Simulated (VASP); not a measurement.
Be16P, 17 atoms in the cell. The cell holds a slab with vacuum, 17 atoms: a = 4.580 Å, b = 4.580 Å, c = 16.383 Å, α = 90.00°, β = 90.00°, γ = 60.00°. 

```yaml
Program: VASP 6.6.1
Task: single point
Functional: PBEsol
Potentials_or_basis: VASP PAW PBE potentials, release 64 (Be, P)
Cutoff: 520 eV
k_mesh: 5 × 5 × 1
Occupations: fermi-dirac, width 0.15 eV
Spin: no spin polarisation
Dipole_correction: no
Further_INCAR_settings: LREAL = Auto; ALGO = Normal; EDIFF = 1e-06; NBANDS = 32
```

Potentials or basis: VASP PAW PBE potentials, release 64 (Be, P).

Launch:

```sh
$ cat potpaw_PBE.64/Be/POTCAR potpaw_PBE.64/P/POTCAR > POTCAR
$ mpirun -np 1 vasp_std > vasp.out
```

Hardware: 1 thread of Intel(R) Xeon(R) Platinum 8259CL CPU @ 2.50GHz (Skylake/Cascade Lake), with other jobs on the host.

Q: Estimate the wall time of this run.

A: Wall time 5.9 min on 1 thread of Intel(R) Xeon(R) Platinum 8259CL CPU @ 2.50GHz (Skylake/Cascade Lake), on a shared host, peak memory 0.41 GiB. Counts: scf iterations 21, k points 13.
